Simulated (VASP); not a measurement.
Here is a VASP 6.6.1 calculation.

INCAR

```
SYSTEM = TiTe2
  PREC = Accurate
  ENCUT = 600
  EDIFF = 1E-6
  ISMEAR = 0
  SIGMA = 0.1
  LREAL = .False.
  LASPH = .True.
  NELM = 80
  ALGO = Normal
  ISIF = 4
  LWAVE = .False.
  LCHARG = .False.
  GGA = PE
  IBRION = 2
  NSW = 50
  EDIFFG = -0.01
```

Contents of KPOINTS:

```
Automatic mesh
0
Gamma
  12 12 8
  0 0 0
```

POSCAR

```
TiTe2
1.0
    3.8052134481      0.0000000000      0.0000000000
   -1.9026067240      3.2954115129      0.0000000000
    0.0000000000      0.0000000000      7.1735996109
Ti Te
1 2
Direct
    0.0000000000      0.0000000000      0.0000000000
    0.6666666667      0.3333333333      0.2441156633
    0.3333333333      0.6666666667      0.7558843367
```

Potentials or basis: VASP PAW PBE potentials, release 64 (Ti_sv, Te).

Run with:

```bash
$ cat potpaw_PBE.64/Ti_sv/POTCAR potpaw_PBE.64/Te/POTCAR > POTCAR
$ mpirun -np 1 vasp_std > vasp.out
```

Estimate the band gap on the k mesh.

zero (bands 12 and 13 overlap by 0.62 eV).

Forces in eV/Å, atoms in the order of the input:
```
Ti   0.000  0.000  0.000
Te   0.000  0.000  0.008
Te   0.000  0.000 -0.008
```

Caveat: spin-orbit coupling is left out, which moves the levels of the heavy elements.
